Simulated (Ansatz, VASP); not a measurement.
**Ba3Br2 in VASP and in Ansatz**

```
Ba Br
1.0
     5.00036    0.00000    0.00000
    -2.50018    4.33044    0.00000
     0.00000    0.00000    7.77974
Ba Br
3 2
Cartesian
  0.0000 0.0000 0.0000
  0.0000 2.8870 5.0179
  2.5002 1.4435 2.7618
  0.0000 2.8870 1.9060
  2.5002 1.4435 5.8737
```

Alike in both runs: task relaxation of cell and atoms; functional PBE; k mesh 6 × 6 × 2; occupations gaussian, width 0.1 eV; no spin polarisation.

|  | VASP | Ansatz |
| --- | --- | --- |
| version | VASP 6.6.1 | Ansatz 0.2.0 |
| potentials or method | VASP PAW PBE potentials, release 64 (Ba_sv, Br), cutoff 600 eV | scalar-relativistic, plane waves, PAW |
| valence electrons in the cell | 44 | 44 |

Ansatz gave:

| Item | Value |
| --- | --- |
| gap on the k mesh at the Fermi level, each at its own relaxed structure (eV) | none |
| relaxed volume (Å³/atom) | 43.72 |
| relaxed length of the cell vector where the two differ most in proportion (Å) | 12.294 |

What did VASP give for the same quantities?

gap on the k mesh at the Fermi level, each at its own relaxed structure (eV): none; relaxed volume (Å³/atom): 44.33; relaxed length of the cell vector where the two differ most in proportion (Å): 12.383.

A gap of «none» marks a metal or a gap that the smearing closes.

The k mesh is coarse, so the values compare programs but aren't converged. Neither program's run includes spin-orbit coupling. Noted on VASP's run: the volume moved by over 15 % at a fixed basis, so the end points are rough.
